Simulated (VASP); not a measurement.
Wanted: the native input for a VASP 6.6.1 run.

| Item | Value |
| --- | --- |
| Task | single point |
| Functional | PBE |
| Potentials or basis | VASP PAW PBE potentials, release 64 (Nd_3, Tl_d, P), 4f in core |
| Cutoff | 500 eV |
| k mesh | 3 × 3 × 3 |
| Occupations | gaussian, width 0.2 eV |
| Spin | no spin polarisation |
| Dipole correction | no |
| Further INCAR settings | ALGO = Normal; EDIFF = 1e-06; NBANDS = 35 |

The structure of NdTl2P3 lies in POSCAR:

```
NdTl2P3
1.0
    2.6689066823      1.5408939915      5.9405450906
   -2.6689066823      1.5408939915      5.9405450906
    0.0000000000     -3.0817879829      5.9405450906
Nd Tl P
1 2 3
Direct
    0.5000000000      0.5000000000      0.5000000000
    0.8322025061      0.8322025061      0.8322025061
    0.1677974939      0.1677974939      0.1677974939
    0.6637527482      0.6637527482      0.6637527482
    0.3362472518      0.3362472518      0.3362472518
    0.0000000000      0.0000000000      0.0000000000
```

The cell was generated, and may not be a known phase.

These files were run (other wordings do the same):

INCAR

```
ALGO     = Normal         # electronic algorithm
EDIFF    = 1E-6           # SCF threshold, eV
ENCUT    = 500            # plane-wave cutoff, eV
GGA      = PE             # functional
GGA_COMPAT= False        
ISIF     = 2              # what is computed and relaxed
ISMEAR   = 0              # smearing method
LASPH    = True           # aspherical terms in the spheres
LCHARG   = False          # write CHGCAR
LMAXMIX  = 6              # l up to which the mixer works
LREAL    = False          # projectors in reciprocal space
LWAVE    = False          # write WAVECAR
NBANDS   = 35             # bands
NELM     = 200            # most SCF steps
PREC     = Accurate       # precision mode
SIGMA    = 0.2            # smearing width, eV
```

KPOINTS

```
k-points
0
Gamma
  3 3 3
```

Potentials or basis: VASP PAW PBE potentials, release 64 (Nd_3, Tl_d, P), 4f in core.

Command:

```bash
$ cat potpaw_PBE.64/Nd_3/POTCAR potpaw_PBE.64/Tl_d/POTCAR potpaw_PBE.64/P/POTCAR > POTCAR
$ mpirun -np 1 vasp_std > vasp.out
```

It gave:

```json
{"Pressure": "-0.3 GPa", "Largest force": "0.036 eV/Å", "Band gap on the k mesh": "zero (bands 26 and 27 overlap by 1.09 eV)"}
```

Caveat: the k points lie up to 0.47 Å⁻¹ apart, too coarse for converged energies and pressures of a metal; spin-orbit coupling is left out, which moves the levels of the heavy elements; the 4f electrons are frozen in the core, so they carry no moment and show no levels.

It took 43 s on 1 thread of AMD EPYC 7R13 Processor (Zen 3), on a shared host, peak memory 0.32 GiB.
